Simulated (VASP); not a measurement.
# SnO2 in VASP: a series of runs

Runs on SnO2. Level: LDA. Tasks: single point.

All numbers are computed with VASP 6.6.1; they aren't measurements. Logs are shortened: lines on timing, memory, paths and dates and some standing lists are left out, and cuts for length are marked.

## 1. The cell of the first run

The typed cell holds 6 atoms: a = 4.720 Å, b = 4.721 Å, c = 3.189 Å, α = 90.00°, β = 90.00°, γ = 90.00°.

## 2. Single point, LDA (atoms displaced along several vibrational modes)

Contents of INCAR:

```
ALGO = Normal
EDIFF = 1E-7
ENCUT = 520
GGA = CA
ISIF = 2
ISMEAR = 0
LASPH = True
LCHARG = False
LREAL = False
LWAVE = False
NBANDS = 35
NELM = 80
PREC = Accurate
SIGMA = 0.05
```

Contents of KPOINTS:

```
k-points
0
Gamma
  6 6 8
```

Contents of POSCAR:

```
SnO2
1.0
    4.7201335122      0.0000000000      0.0000000000
    0.0000000000      4.7206343096      0.0000000000
    0.0000000000      0.0000000000      3.1888226875
Sn O
2 4
Direct
    0.4956629379      0.4949908701      0.5000000000
    0.0043459583     -0.0050168105      0.0000000000
    0.2496472974      0.3650725611      0.0000000000
    0.7817067771      0.1721228694      0.5000000000
    0.2503196986      0.8650441524      0.5000000000
    0.7182602189      0.6721512780      0.0000000000
```

Potentials or basis: VASP PAW LDA potentials, release 64 (Sn_d, O).

Launch:

```console
> cat potpaw_LDA.64/Sn_d/POTCAR potpaw_LDA.64/O/POTCAR > POTCAR
> mpirun -np 1 vasp_std > vasp.out
```

OUTCAR:

```text
EDIFF = 1E-7
   ENCUT = 520
   GGA = CA
   ISIF = 2
   ISMEAR = 0
   LASPH = True
   LREAL = False
   NELM = 80
   PREC = Accurate

 ion  position               nearest neighbor table
   1  0.496  0.495  0.500-   4 2.04   3 2.07   3 2.07   6 2.08   6 2.08   5 2.10   2 3.67   2 3.67
                             2 3.67   2 3.67   2 3.73   2 3.73   2 3.73   2 3.73
   2  0.004  0.995  0.000-   6 2.04   5 2.07   5 2.07   4 2.08   4 2.08   3 2.10   1 3.67   1 3.67
                             1 3.67   1 3.67   1 3.73   1 3.73   1 3.73   1 3.73
   3  0.250  0.365  0.000-   1 2.07   1 2.07   2 2.10
   4  0.782  0.172  0.500-   1 2.04   2 2.08   2 2.08
   5  0.250  0.865  0.500-   2 2.07   2 2.07   1 2.10
   6  0.718  0.672  0.000-   2 2.04   1 2.08   1 2.08

  LATTYP: Found a simple orthorhombic cell.
 ALAT       =     3.1888226875
 B/A-ratio  =     1.4802119700
 C/A-ratio  =     1.4803690177

  Lattice vectors:

 A1 = (   0.0000000000,   0.0000000000,   3.1888226875)
 A2 = (   4.7201335122,   0.0000000000,   0.0000000000)
 A3 = (   0.0000000000,   4.7206343096,   0.0000000000)

Analysis of symmetry for initial positions (statically):
=====================================================================
 Subroutine PRICEL returns:
 Original cell was already a primitive cell.

 Routine SETGRP: Setting up the symmetry group for a
 simple orthorhombic supercell.

 Subroutine GETGRP returns: Found  2 space group operations
 (whereof  2 operations were pure point group operations)
 out of a pool of  8 trial point group operations.

The static configuration has the point symmetry C_1h.

Analysis of symmetry for dynamics (positions and initial velocities):
=====================================================================
 Subroutine PRICEL returns:
 Original cell was already a primitive cell.

 Routine SETGRP: Setting up the symmetry group for a
 simple orthorhombic supercell.

 Subroutine GETGRP returns: Found  2 space group operations
 (whereof  2 operations were pure point group operations)
 out of a pool of  8 trial point group operations.

The dynamic configuration has the point symmetry C_1h.

 Subroutine INISYM returns: Found  2 space group operations
 (whereof  2 operations are pure point group operations),
 and found     1 'primitive' translations

----------------------------------------------------------------------------------------

                                     Primitive cell

  volume of cell :      71.0534

  direct lattice vectors                    reciprocal lattice vectors
     4.720133512  0.000000000  0.000000000     0.211858414  0.000000000  0.000000000
     0.000000000  4.720634310  0.000000000     0.000000000  0.211835939  0.000000000
     0.000000000  0.000000000  3.188822688     0.000000000  0.000000000  0.313595360

  length of vectors
     4.720133512  4.720634310  3.188822688     0.211858414  0.211835939  0.313595360

  position of ions in fractional coordinates (direct lattice)
     0.495662938  0.494990870  0.500000000
     0.004345958  0.994983189  0.000000000
     0.249647297  0.365072561  0.000000000
     0.781706777  0.172122869  0.500000000
     0.250319699  0.865044152  0.500000000
     0.718260219  0.672151278  0.000000000

  ion indices of the primitive-cell ions
   primitive index   ion index
                 1           1
                 2           2
                 3           3
                 4           4
                 5           5
                 6           6

----------------------------------------------------------------------------------------

 KPOINTS: k-points

Automatic generation of k-mesh.
 Grid dimensions read from file:
 generate k-points for:    6    6    8

 Generating k-lattice:

  Cartesian coordinates                     Fractional coordinates (reciprocal lattice)
     0.035309736  0.000000000  0.000000000     0.166666667  0.000000000  0.000000000
     0.000000000  0.035305990  0.000000000     0.000000000  0.166666667  0.000000000
     0.000000000  0.000000000  0.039199420     0.000000000  0.000000000  0.125000000

  Length of vectors
     0.035309736  0.035305990  0.039199420

  Shift w.r.t. Gamma in fractional coordinates (k-lattice)
     0.000000000  0.000000000  0.000000000

 Subroutine IBZKPT returns following result:
 ===========================================

 Found    100 irreducible k-points:

 Following reciprocal coordinates:
            Coordinates               Weight
  0.000000  0.000000  0.000000      1.000000
  0.166667  0.000000  0.000000      2.000000
  0.333333  0.000000  0.000000      2.000000
  0.500000  0.000000  0.000000      1.000000
  0.000000  0.166667  0.000000      2.000000
  0.166667  0.166667  0.000000      2.000000
[... 16 lines left out ...]
  0.333333  0.000000  0.125000      4.000000
  0.500000  0.000000  0.125000      2.000000
 [... further k-points ...]
   k-points           NKPTS =    100   k-points in BZ     NKDIM =    100   number of bands    NBANDS=     35
   number of dos      NEDOS =    301   number of ions     NIONS =      6
   total plane-waves  NPLWV =  31104
   dimension x,y,z NGX =    36 NGY =   36 NGZ =   24
   dimension x,y,z NGXF=    72 NGYF=   72 NGZF=   48
   ions per type =               2   4
   NGX,Y,Z   is equivalent  to a cutoff of  12.68, 12.68, 12.51 a.u.
   NGXF,Y,Z  is equivalent  to a cutoff of  25.36, 25.36, 25.02 a.u.
 SYSTEM =  unknown system
   PREC   = accura    normal or accurate (medium, high low for compatibility)
   ISTART =      0    job   : 0-new  1-cont  2-samecut
   ICHARG =      2    charge: 1-file 2-atom 10-const
   ISPIN  =      1    spin polarized calculation?
   LNONCOLLINEAR =      F non collinear calculations
   LSORBIT =      F    spin-orbit coupling
   LASPH  =      T    aspherical Exc in radial PAW
   ENCUT  =  520.0 eV  38.22 Ry    6.18 a.u.   8.78  8.78  5.93*2*pi/ulx,y,z
   NELM   =     80;   NELMIN=  2; NELMDL= -5     # of ELM steps
   EDIFF  = 0.1E-06   stopping-criterion for ELM
   LREAL  =      F    real-space projection
   EDIFFG = 0.1E-05   stopping-criterion for IOM
   NSW    =      0    number of steps for IOM
   IBRION =     -1    ionic relax: 0-MD 1-quasi-New 2-CG
   NFREE  =      0    steps in history (QN), initial steepest desc. (CG)
   ISIF   =      2    stress and relaxation
   ISYM   =      2    0-nonsym 1-usesym 2-fastsym
   POTIM  = 0.5000    time-step for ionic-motion
   TEBEG  =    0.0;   TEEND  =   0.0 temperature during run
   PSTRESS=    0.0 pullay stress
   NELECT =      52.0000    total number of electrons
   NUPDOWN=      -1.0000    fix difference up-down
   EMIN   =  10.00;   EMAX   =-10.00  energy-range for DOS
   EFERMI =   0.00;   METHOD = LEGACY
   ISMEAR =     0;   SIGMA  =   0.05  broadening in eV -4-tet -1-fermi 0-gaus
   EFERMI_NEDOS =   21; number of points for ismear=-14 and -15
   IALGO  =     38    algorithm
   IMIX   =      4    mixing-type and parameters
     AMIX     =   0.40;   BMIX     =  1.00
     AMIX_MAG =   1.60;   BMIX_MAG =  1.00
  volume/ion in A,a.u.               =      11.84        79.92
  Fermi-wavevector in a.u.,A,eV,Ry     =   1.475302  2.787917 29.613299  2.176516
  Thomas-Fermi vector in A             =   2.589968
   LORBIT       =      0    0 simple, 1 ext, 2 COOP (PROOUT), +10 PAW based schemes
   GGA     = CA    functional components
   LHFCALC =     F    Hartree Fock is set to
   AEXX    =    0.0000 exact exchange contribution
   IVDW    =     0    specifies the selected vdW correction
   LEPSILON=     F    determine dielectric tensor
   LRPA    =     F    only Hartree local field effects (RPA)
 non-spin polarized calculation
 Gauss-broadening in eV      SIGMA  =   0.05
  energy-cutoff  :      520.00
  volume of cell :       71.05
 maximum number of plane-waves:      1933
 NGX is ok and might be reduce to    36
   NGX = 17   NGY = 17   NGZ = 11

 number of electron      52.0000000 magnetization

 Free energy of the ion-electron system (eV)
  ---------------------------------------------------
  ext. energy  EPLUGINS =         0.00000000
  ---------------------------------------------------
  free energy    TOTEN  =       -42.06760254 eV

  energy without entropy =      -42.06760254  energy(sigma->0) =      -42.06760254

 E-fermi :   5.9877     XC(G=0): -11.8759

 val. band max:        5.6965592693   @ k =   0.3333   0.0000   0.0000
 cond. band min:       7.1318080784   @ k =   0.0000   0.0000   0.0000
 fundamental gap:      1.4352488091
 Fermi energy:         5.9876815447

 k-point     1 :       0.0000    0.0000    0.0000
  band No.  band energies     occupation
      1     -14.9767      2.00000
      2     -14.2608      2.00000
      3     -14.0360      2.00000
      4     -14.0055      2.00000
      5     -13.9891      2.00000
      6     -13.9188      2.00000
[... 27 lines left out ...]
     34      17.3020      0.00000
     35      18.5509      0.00000

 k-point     2 :       0.1667    0.0000    0.0000
  band No.  band energies     occupation
      1     -14.9357      2.00000
      2     -14.3055      2.00000
      3     -14.0340      2.00000
      4     -14.0029      2.00000
      5     -13.9880      2.00000
      6     -13.9555      2.00000
[... 27 lines left out ...]
     34      17.8380      0.00000
     35      18.5809      0.00000

 k-point     3 :       0.3333    0.0000    0.0000
  band No.  band energies     occupation
      1     -14.8180      2.00000
      2     -14.4472      2.00000
      3     -14.0285      2.00000
      4     -13.9967      2.00000
      5     -13.9962      2.00000
      6     -13.9865      2.00000
[... 27 lines left out ...]
     34      18.5093      0.00000
     35      18.9060      0.00000
[... 723 lines left out ...]
 k-point    23 :       0.3333    0.0000    0.1250
  band No.  band energies     occupation
      1     -14.7680      2.00000
      2     -14.4298      2.00000
      3     -14.1418      2.00000
      4     -14.1069      2.00000
      5     -13.9813      2.00000
      6     -13.9387      2.00000
[... 27 lines left out ...]
     34      18.2587      0.00000
     35      18.6457      0.00000

 k-point    24 :       0.5000    0.0000    0.1250
  band No.  band energies     occupation
      1     -14.6144      2.00000
      2     -14.6083      2.00000
      3     -14.1431      2.00000
      4     -14.1070      2.00000
      5     -13.9591      2.00000
      6     -13.9584      2.00000
[... 27 lines left out ...]
     34      17.9176      0.00000
     35      19.1063      0.00000

 [... further k-points ...]

------------------------ aborting loop because EDIFF is reached ----------------------------------------

  FORCE on cell =-STRESS in cart. coord.  units (eV):
  Direction    XX          YY          ZZ          XY          YZ          ZX
  --------------------------------------------------------------------------------------
  -------------------------------------------------------------------------------------
  Total       -1.6074922     -0.8867811     -1.0396453     -0.0000062      0.0000000      0.0000000
  in kB      -36.2471994    -19.9959485    -23.4428702     -0.0001403      0.0000000      0.0000000
  external PRESSURE =     -26.5620060 kB  Pullay stress =       0.0000000 kB

 VOLUME and BASIS-vectors are now :
 -----------------------------------------------------------------------------
  energy-cutoff  :      520.00
  volume of cell :       71.05
      direct lattice vectors                 reciprocal lattice vectors
     4.720133512  0.000000000  0.000000000     0.211858414  0.000000000  0.000000000
     0.000000000  4.720634310  0.000000000     0.000000000  0.211835939  0.000000000
     0.000000000  0.000000000  3.188822688     0.000000000  0.000000000  0.313595360

 POSITION                                       TOTAL-FORCE (eV/Angst)
 -----------------------------------------------------------------------------------
      2.33960      2.33667      1.59441         0.084301      0.521056      0.000000
      0.02051      4.69695      0.00000        -0.085475      0.522203      0.000000
      1.17837      1.72337      0.00000         0.535461     -0.350817      0.000000
      3.68976      0.81253      1.59441         0.197372     -0.170964      0.000000
      1.18154      4.08356      1.59441        -0.534809     -0.349935      0.000000
      3.39028      3.17298      0.00000        -0.196850     -0.171543      0.000000
 -----------------------------------------------------------------------------------
    total drift:                                0.000001      0.000134      0.000003

  FREE ENERGIE OF THE ION-ELECTRON SYSTEM (eV)
  ---------------------------------------------------
  free  energy   TOTEN  =       -42.0676025377 eV

  energy  without entropy=      -42.0676025377  energy(sigma->0) =      -42.06760254
```

It took 5.5 min on 1 thread of Intel Xeon 8259CL, shared host; peak memory 0.29 GiB.

What came out:

```yaml
Free_energy: -42.0676 eV
Pressure: -2.7 GPa
Largest_force: 0.640 eV/Å
Band_gap_on_the_k_mesh: 1.44 eV (least direct gap 1.47 eV)
```

Forces on the atoms (eV/Å):
```
Sn   0.084  0.521  0.000
Sn  -0.085  0.522  0.000
O    0.535 -0.351  0.000
O    0.197 -0.171  0.000
O   -0.535 -0.350  0.000
O   -0.197 -0.172  0.000
```

Stress tensor (GPa, compression positive):
```
-3.62  0.00  0.00
 0.00 -2.00  0.00
 0.00  0.00 -2.34
```

Caveat: the cell differs from its parent crystal (atoms displaced along several vibrational modes); spin-orbit coupling is left out, which moves the levels of the heavy elements. A k mesh can miss the band edges.

(Part 1 of 2 ends here.)
